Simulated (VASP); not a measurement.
Here is a VASP 6.6.1 calculation.

INCAR

```
PREC = Accurate
ENCUT = 520
EDIFF = 1E-6
ISMEAR = 0
SIGMA = 0.05
LREAL = False
LASPH = True
NELM = 150
ALGO = Normal
ISIF = 2
LWAVE = False
LCHARG = False
LMAXMIX = 4
LDAU = True
LDAUTYPE = 2
LDAUL = -1 2 -1
LDAUU = 0 4 0
LDAUJ = 0 0 0
LDAUPRINT = 1
GGA = PE
NBANDS = 28
```

KPOINTS

```
Automatic mesh
0
Gamma
  6 6 6
```

POSCAR

```
BaTiO3
1.0
    4.0082194746      0.0000000000      0.0000000000
    0.0000000000      2.8158158427      2.8859183788
    0.0000000000     -2.8158158427      2.8859183788
Ba Ti O
1 1 3
Direct
    0.0000000000      0.0080771845      0.0080771845
    0.5000000000      0.5197092871      0.5197092871
    0.0000000000      0.4916268390      0.4916268390
    0.5000000000      0.4938075372      0.9829991522
    0.5000000000      0.9829991522      0.4938075372
```

Potentials or basis: VASP PAW PBE potentials, release 64 (Ba_sv, Ti_sv, O).

The run is started by

```bash
$ cat potpaw_PBE.64/Ba_sv/POTCAR potpaw_PBE.64/Ti_sv/POTCAR potpaw_PBE.64/O/POTCAR > POTCAR
$ mpirun -np 1 vasp_std > vasp.out
```

Q: Predict the band gap on the k mesh.

A: 2.52 eV, indirect (least direct gap 2.87 eV).

Q: Estimate the largest force.

A: 0.862 eV/Å.

Q: What does it give for the pressure?

A: 7.2 GPa.

Eigenvalues of the final occupation matrices:
| site | spin | trace | eigenvalues |
| --- | --- | --- | --- |
| site 2 d | 1 | 0.82 | 0.11 0.11 0.11 0.24 0.25 |
| site 2 d | 2 | 0.82 | 0.11 0.11 0.11 0.24 0.25 |

Caveat: the cell differs from its parent crystal (strain -0.0200 x Voigt [0, 1, 0, 0, 0, 0]); spin-orbit coupling is left out, which moves the levels of the heavy elements. A k mesh can miss the band edges.
